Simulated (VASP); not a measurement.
# Al in VASP: single point with PBE

Aim: the single point of Al with PBE.

Program: VASP 6.6.1. These are calculated values, not measurements. Logs are shortened: lines on timing, memory, paths and dates and some standing lists are left out, and cuts for length are marked.

## Step 1: The cell of the first run

The cell holds a wire with vacuum, 1 atom: a = 9.000 Å, b = 9.300 Å, c = 2.419 Å, α = 90.00°, β = 90.00°, γ = 90.00°.

## Step 2: Single point, PBE, collinear spin, ferromagnetic start

Contents of INCAR:

```
ALGO = Normal
EDIFF = 1E-6
ENCUT = 400
GGA = PE
GGA_COMPAT = F
ISIF = 2
ISMEAR = 0
ISPIN = 2
LASPH = T
LCHARG = T
LELF = T
LORBIT = 11
LREAL = F
LVHAR = T
LWAVE = F
MAGMOM = 0.5
NBANDS = 12
NELM = 200
PREC = Accurate
SIGMA = 0.05
```

Contents of KPOINTS:

```
k-points
0
Gamma
  1 1 25
```

Contents of POSCAR:

```
Al
1.0
    9.0000000000      0.0000000000      0.0000000000
    0.0000000000      9.3000000000      0.0000000000
    0.0000000000      0.0000000000      2.4185801765
Al
1
Direct
    0.5000000000      0.5000000000      0.0000000000
```

Potentials or basis: VASP PAW PBE potentials, release 64 (Al).

Started as:

```bash
$ cat potpaw_PBE.64/Al/POTCAR > POTCAR
$ mpirun -np 1 vasp_std > vasp.out
```

OUTCAR:

```text
EDIFF = 1E-6
   ENCUT = 400
   GGA = PE
   ISIF = 2
   ISMEAR = 0
   ISPIN = 2
   LASPH = T
   LORBIT = 11
   LREAL = F
   NELM = 200
   PREC = Accurate

 ion  position               nearest neighbor table
   1  0.500  0.500  0.000-

  LATTYP: Found a simple orthorhombic cell.
 ALAT       =     2.4185801765
 B/A-ratio  =     3.7211915021
 C/A-ratio  =     3.8452312189

  Lattice vectors:

 A1 = (   0.0000000000,   0.0000000000,   2.4185801765)
 A2 = (   9.0000000000,   0.0000000000,   0.0000000000)
 A3 = (   0.0000000000,   9.3000000000,   0.0000000000)

Analysis of symmetry for initial positions (statically):
=====================================================================
 Subroutine PRICEL returns:
 Original cell was already a primitive cell.

 Routine SETGRP: Setting up the symmetry group for a
 simple orthorhombic supercell.

 Subroutine GETGRP returns: Found  8 space group operations
 (whereof  8 operations were pure point group operations)
 out of a pool of  8 trial point group operations.

The static configuration has the point symmetry D_2h.

Analysis of symmetry for dynamics (positions and initial velocities):
=====================================================================
 Subroutine PRICEL returns:
 Original cell was already a primitive cell.

 Routine SETGRP: Setting up the symmetry group for a
 simple orthorhombic supercell.

 Subroutine GETGRP returns: Found  8 space group operations
 (whereof  8 operations were pure point group operations)
 out of a pool of  8 trial point group operations.

The dynamic configuration has the point symmetry D_2h.

Analysis of structural, dynamic, and magnetic symmetry:
=====================================================================
 Subroutine PRICEL returns:
 Original cell was already a primitive cell.

 Routine SETGRP: Setting up the symmetry group for a
 simple orthorhombic supercell.

 Subroutine GETGRP returns: Found  8 space group operations
 (whereof  8 operations were pure point group operations)
 out of a pool of  8 trial point group operations.

The overall configuration has the point symmetry D_2h.

 Subroutine INISYM returns: Found  8 space group operations
 (whereof  8 operations are pure point group operations),
 and found     1 'primitive' translations

----------------------------------------------------------------------------------------

                                     Primitive cell

  volume of cell :     202.4352

  direct lattice vectors                    reciprocal lattice vectors
     9.000000000  0.000000000  0.000000000     0.111111111  0.000000000  0.000000000
     0.000000000  9.300000000  0.000000000     0.000000000  0.107526882  0.000000000
     0.000000000  0.000000000  2.418580176     0.000000000  0.000000000  0.413465722

  length of vectors
     9.000000000  9.300000000  2.418580176     0.111111111  0.107526882  0.413465722

  position of ions in fractional coordinates (direct lattice)
     0.500000000  0.500000000  0.000000000

  ion indices of the primitive-cell ions
   primitive index   ion index
                 1           1

----------------------------------------------------------------------------------------

 KPOINTS: k-points

Automatic generation of k-mesh.
 Grid dimensions read from file:
 generate k-points for:    1    1   25

 Generating k-lattice:

  Cartesian coordinates                     Fractional coordinates (reciprocal lattice)
     0.111111111  0.000000000  0.000000000     1.000000000  0.000000000  0.000000000
     0.000000000  0.107526882  0.000000000     0.000000000  1.000000000  0.000000000
     0.000000000  0.000000000  0.016538629     0.000000000  0.000000000  0.040000000

  Length of vectors
     0.111111111  0.107526882  0.016538629

  Shift w.r.t. Gamma in fractional coordinates (k-lattice)
     0.000000000  0.000000000  0.000000000

 Subroutine IBZKPT returns following result:
 ===========================================

 Found     13 irreducible k-points:

 Following reciprocal coordinates:
            Coordinates               Weight
  0.000000  0.000000  0.000000      1.000000
  0.000000  0.000000  0.040000      2.000000
  0.000000  0.000000  0.080000      2.000000
  0.000000  0.000000  0.120000      2.000000
  0.000000  0.000000  0.160000      2.000000
  0.000000  0.000000  0.200000      2.000000
  0.000000  0.000000  0.240000      2.000000
  0.000000  0.000000  0.280000      2.000000
  0.000000  0.000000  0.320000      2.000000
  0.000000  0.000000  0.360000      2.000000
  0.000000  0.000000  0.400000      2.000000
  0.000000  0.000000  0.440000      2.000000
  0.000000  0.000000  0.480000      2.000000
   k-points           NKPTS =     13   k-points in BZ     NKDIM =     13   number of bands    NBANDS=     12
   number of dos      NEDOS =    301   number of ions     NIONS =      1
   total plane-waves  NPLWV =  61440
   dimension x,y,z NGX =    60 NGY =   64 NGZ =   16
   dimension x,y,z NGXF=   120 NGYF=  128 NGZF=   32
   ions per type =               1
   NGX,Y,Z   is equivalent  to a cutoff of  11.08, 11.44, 11.00 a.u.
   NGXF,Y,Z  is equivalent  to a cutoff of  22.17, 22.88, 22.00 a.u.
 SYSTEM =  unknown system
   PREC   = accura    normal or accurate (medium, high low for compatibility)
   ISTART =      0    job   : 0-new  1-cont  2-samecut
   ICHARG =      2    charge: 1-file 2-atom 10-const
   ISPIN  =      2    spin polarized calculation?
   LNONCOLLINEAR =      F non collinear calculations
   LSORBIT =      F    spin-orbit coupling
   LASPH  =      T    aspherical Exc in radial PAW
   ENCUT  =  400.0 eV  29.40 Ry    5.42 a.u.  14.68 15.17  3.94*2*pi/ulx,y,z
   NELM   =    200;   NELMIN=  2; NELMDL= -5     # of ELM steps
   EDIFF  = 0.1E-05   stopping-criterion for ELM
   LREAL  =      F    real-space projection
   EDIFFG = 0.1E-04   stopping-criterion for IOM
   NSW    =      0    number of steps for IOM
   IBRION =     -1    ionic relax: 0-MD 1-quasi-New 2-CG
   NFREE  =      0    steps in history (QN), initial steepest desc. (CG)
   ISIF   =      2    stress and relaxation
   ISYM   =      2    0-nonsym 1-usesym 2-fastsym
   POTIM  = 0.5000    time-step for ionic-motion
   TEBEG  =    0.0;   TEEND  =   0.0 temperature during run
   PSTRESS=    0.0 pullay stress
   NELECT =       3.0000    total number of electrons
   NUPDOWN=      -1.0000    fix difference up-down
   EMIN   =  10.00;   EMAX   =-10.00  energy-range for DOS
   EFERMI =   0.00;   METHOD = LEGACY
   ISMEAR =     0;   SIGMA  =   0.05  broadening in eV -4-tet -1-fermi 0-gaus
   EFERMI_NEDOS =   21; number of points for ismear=-14 and -15
   IALGO  =     38    algorithm
   IMIX   =      4    mixing-type and parameters
     AMIX     =   0.40;   BMIX     =  1.00
     AMIX_MAG =   1.60;   BMIX_MAG =  1.00
  volume/ion in A,a.u.               =     202.44      1366.10
  Fermi-wavevector in a.u.,A,eV,Ry     =   0.402118  0.759892  2.200044  0.161699
  Thomas-Fermi vector in A             =   1.352168
   LORBIT       =     11    0 simple, 1 ext, 2 COOP (PROOUT), +10 PAW based schemes
   GGA     = PE    functional components
   LHFCALC =     F    Hartree Fock is set to
   AEXX    =    0.0000 exact exchange contribution
   IVDW    =     0    specifies the selected vdW correction
   LEPSILON=     F    determine dielectric tensor
   LRPA    =     F    only Hartree local field effects (RPA)
 spin polarized calculation
 Gauss-broadening in eV      SIGMA  =   0.05
  energy-cutoff  :      400.00
  volume of cell :      202.44
 maximum number of plane-waves:      3708
 NGX is ok and might be reduce to    60
   NGX = 29   NGY = 31   NGZ =  7

 number of electron       3.0000000 magnetization       0.1196757

 Free energy of the ion-electron system (eV)
  ---------------------------------------------------
  ext. energy  EPLUGINS =         0.00000000
  ---------------------------------------------------
  free energy    TOTEN  =        -1.84459719 eV

  energy without entropy =       -1.84279068  energy(sigma->0) =       -1.84369393

 E-fermi :  -3.1321     XC(G=0):  -2.3655

 val. band max:       -3.2447457858   @ k =   0.0000   0.0000   0.1200
 cond. band min:      -3.1112862241   @ k =   0.0000   0.0000   0.1200
 fundamental gap:      0.1334595618
 Fermi energy:        -3.1321276743

 spin component 1

 k-point     1 :       0.0000    0.0000    0.0000
  band No.  band energies     occupation
      1      -9.5577      1.00000
      2      -3.5929      1.00000
      3      -3.5907      1.00000
      4      -0.1166      0.00000
      5       0.8913      0.00000
      6       1.5455      0.00000
      7       2.1262      0.00000
      8       2.2517      0.00000
      9       2.5057      0.00000
     10       4.0229      0.00000
     11       4.0541      0.00000
     12       4.2071      0.00000
[... 166 lines left out ...]
 k-point    13 :       0.0000    0.0000    0.4800
  band No.  band energies     occupation
      1      -4.5318      1.00000
      2      -2.3106      0.00000
      3       1.8309      0.00000
      4       1.8344      0.00000
      5       3.0568      0.00000
      6       3.0595      0.00000
      7       5.8225      0.00000
      8       6.7438      0.00000
      9       6.8934      0.00000
     10       7.2992      0.00000
     11       7.8229      0.00000
     12       7.9711      0.00000
 Fermi energy:        -3.1321276743

 spin component 2

 k-point     1 :       0.0000    0.0000    0.0000
  band No.  band energies     occupation
      1      -9.4687      1.00000
      2      -3.4572      1.00000
      3      -3.4511      1.00000
      4      -0.0652      0.00000
      5       0.9685      0.00000
      6       1.6464      0.00000
      7       2.1777      0.00000
      8       2.3022      0.00000
      9       2.5340      0.00000
     10       4.1124      0.00000
     11       4.1215      0.00000
     12       4.2684      0.00000
[... 166 lines left out ...]
 k-point    13 :       0.0000    0.0000    0.4800
  band No.  band energies     occupation
      1      -4.4770      1.00000
      2      -2.1779      0.00000
      3       1.9770      0.00000
      4       1.9822      0.00000
      5       3.1771      0.00000
      6       3.1821      0.00000
      7       5.8754      0.00000
      8       6.8287      0.00000
      9       6.9448      0.00000
     10       7.4126      0.00000
     11       7.8993      0.00000
     12       8.0373      0.00000

------------------------ aborting loop because EDIFF is reached ----------------------------------------

  FORCE on cell =-STRESS in cart. coord.  units (eV):
  Direction    XX          YY          ZZ          XY          YZ          ZX
  --------------------------------------------------------------------------------------
  -------------------------------------------------------------------------------------
  Total        0.0470043      0.0367430     -0.0096565      0.0000000      0.0000000     -0.0000000
  in kB        0.3720162      0.2908032     -0.0764268      0.0000000      0.0000000     -0.0000000
  external PRESSURE =       0.1954642 kB  Pullay stress =       0.0000000 kB

 VOLUME and BASIS-vectors are now :
 -----------------------------------------------------------------------------
  energy-cutoff  :      400.00
  volume of cell :      202.44
      direct lattice vectors                 reciprocal lattice vectors
     9.000000000  0.000000000  0.000000000     0.111111111  0.000000000  0.000000000
     0.000000000  9.300000000  0.000000000     0.000000000  0.107526882  0.000000000
     0.000000000  0.000000000  2.418580176     0.000000000  0.000000000  0.413465722

 POSITION                                       TOTAL-FORCE (eV/Angst)
 -----------------------------------------------------------------------------------
      4.50000      4.65000      0.00000         0.000000      0.000000      0.000000
 -----------------------------------------------------------------------------------
    total drift:                                0.000000      0.000000      0.000000

  FREE ENERGIE OF THE ION-ELECTRON SYSTEM (eV)
  ---------------------------------------------------
  free  energy   TOTEN  =        -1.8445971868 eV

  energy  without entropy=       -1.8427906828  energy(sigma->0) =       -1.84369393

 total charge

# of ion       s       p       d       tot
------------------------------------------
    1        0.476   0.328   0.000   0.804

 magnetization (x)

# of ion       s       p       d       tot
------------------------------------------
    1        0.000   0.016   0.000   0.017
```

It took 69 s on 1 thread of Intel Xeon 8259CL, shared host; peak memory 0.28 GiB.

What came out:

| Item | Value |
| --- | --- |
| Free energy | -1.8446 eV |
| Net moment | 0.12 μB per cell |
| Valence electrons inside the program's atomic spheres | Al 0.80 |

Levels at points of the mesh, in eV from the Fermi level:
Spin up:
```
           k point  band 1  band 2  band 3  band 4
(0.00, 0.00, 0.00)   -6.43   -0.46   -0.46    3.02
```
Spin down:
```
           k point  band 1  band 2  band 3  band 4
(0.00, 0.00, 0.00)   -6.34   -0.33   -0.32    3.07
```
